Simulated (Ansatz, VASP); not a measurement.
CuAu3: VASP beside Ansatz

The input INCAR:

```
  PREC = Accurate
  ENCUT = 520
  EDIFF = 1E-8
  ISMEAR = -1
  SIGMA = 0.05
  LREAL = F
  LASPH = T
  NELM = 80
  ALGO = Normal
  ISIF = 2
  LWAVE = F
  LCHARG = F
  LEFG = T
  NBANDS = 30
```

KPOINTS

```
Automatic mesh
0
Gamma
  9 9 9
```

Contents of POSCAR:

```
CuAu3
1.0
    3.9666888638      0.0000000000      0.0000000000
    0.0000000000      3.9666888638      0.0000000000
    0.0000000000      0.0000000000      3.9666888638
Cu Au
1 3
Direct
    0.0000000000      0.0000000000      0.0000000000
    0.0000000000      0.5000000000      0.5000000000
    0.5000000000      0.0000000000      0.5000000000
    0.5000000000      0.5000000000      0.0000000000
```

Input for Ansatz:

```yaml
crystal:
  lattice:
    - [3.9666888638, 0.0, 0.0]
    - [0.0, 3.9666888638, 0.0]
    - [0.0, 0.0, 3.9666888638]
  atoms:
    - { symbol: Cu, position: [0.0, 0.0, 0.0] }
    - { symbol: Au, position: [0.0, 0.5, 0.5] }
    - { symbol: Au, position: [0.5, 0.0, 0.5] }
    - { symbol: Au, position: [0.5, 0.5, 0.0] }
kpoints:
  mp_grid: { grid: [9, 9, 9] }
scf:
  occupations: { method: fermi_dirac, width: 0.05 }
hamiltonian:
  xc: lda
  pseudopotentials: { kind: paw }
output:
  forces: true
  stress: true
  eigenvalues: true
  efg: { contact_densities: true }
  write_density: true
  write_potential: true
  elf: true
  volumetric_format: npy
```

Change from the starting cell: volume scaled by 0.99, PAW files.

Alike in both runs: task electric field gradients; functional LDA; k mesh 9 × 9 × 9; occupations fermi-dirac, width 0.05 eV; no spin polarisation.

|  | VASP | Ansatz |
| --- | --- | --- |
| version | VASP 6.6.1 | Ansatz 0.2.0 |
| potentials or method | VASP PAW LDA potentials, release 64 (Cu, Au) | PAW with Ansatz's default frozen-core files, scalar-relativistic |
| plane-wave cutoff (eV) | 520 | 420 |
| valence electrons in the cell | 44 | 76 |

|  | VASP | Ansatz | Ansatz less VASP |
| --- | --- | --- | --- |
| pressure (GPa) | -3.4 | -4.0 | -0.52 |
| size of Vzz on the site where it differs most (V/Å²) | 77.5 | 48.2 | -29.29 |

LDA's correlation is that of Perdew and Zunger in VASP and of Perdew and Wang (1992) in Ansatz. VASP's potentials hold 44 valence electrons a cell and Ansatz's 76, so a difference there can come from the potentials and not from the codes.

Neither program's run includes spin-orbit coupling.
